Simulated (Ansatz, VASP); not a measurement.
# One calculation of Bi, two programs

The input POSCAR:

```
Bi
1.0
   -2.0190327885      2.0190327885      2.0190327885
    2.0190327885     -2.0190327885      2.0190327885
    2.0190327885      2.0190327885     -2.0190327885
Bi
1
Direct
    0.0000000000      0.0000000000      0.0000000000
```

The input INCAR.step1:

```
SYSTEM = Bi
ALGO = Normal
EDIFF = 1E-4
ENCUT = 520
GGA = PE
ISMEAR = 0
LASPH = .TRUE.
LCHARG = .FALSE.
LREAL = .FALSE.
LWAVE = .TRUE.
NBANDS = 14
NELM = 100
PREC = Accurate
SIGMA = 0.1
```

Contents of INCAR.step2:

```
SYSTEM = Bi
ALGO = Normal
EDIFF = 1E-6
ENCUT = 520
ISIF = 2
ISMEAR = 0
ISTART = 1
LASPH = .TRUE.
LCHARG = .FALSE.
LMIXTAU = .TRUE.
LREAL = .FALSE.
LWAVE = .FALSE.
METAGGA = R2SCAN
NBANDS = 14
NELM = 100
PREC = Accurate
SIGMA = 0.1
```

Contents of KPOINTS:

```
k-points
0
G
  16 16 16
  0 0 0
```

Input for Ansatz:

```yaml
crystal:
  lattice:
    - [-2.0190327885, 2.0190327885, 2.0190327885]
    - [2.0190327885, -2.0190327885, 2.0190327885]
    - [2.0190327885, 2.0190327885, -2.0190327885]
  atoms:
    - { symbol: Bi, position: [0.0, 0.0, 0.0] }
basis:
  ecutwfc: 500
kpoints:
  mp_grid: { grid: [16, 16, 16] }
hamiltonian:
  xc: r2scan
scf:
  occupations: { method: gaussian, width: 0.1 }
output:
  forces: true
  stress: true
  eigenvalues: true
```

Alike in both runs: task single point; functional r2SCAN; k mesh 16 × 16 × 16; occupations gaussian, width 0.1 eV; no spin polarisation.

|  | VASP | Ansatz |
| --- | --- | --- |
| version | VASP 6.6.1 | Ansatz 0.2.0 |
| potentials or method | VASP PAW PBE potentials, release 64 (Bi_d), cutoff 520 eV | scalar-relativistic, plane waves, PAW |
| valence electrons in the cell | 15 | 15 |

```csv
,VASP,Ansatz,Ansatz less VASP
gap on the k mesh at the Fermi level (eV),none,none,-
pressure (GPa),-2.8,-2.7,+0.04
```

VASP's potentials were made for PBE, not for r2SCAN. A gap of «none» marks a metal or a gap that the smearing closes. With one functional, cell and mesh, what is left measures potentials, basis and numerics.

Neither program's run includes spin-orbit coupling.
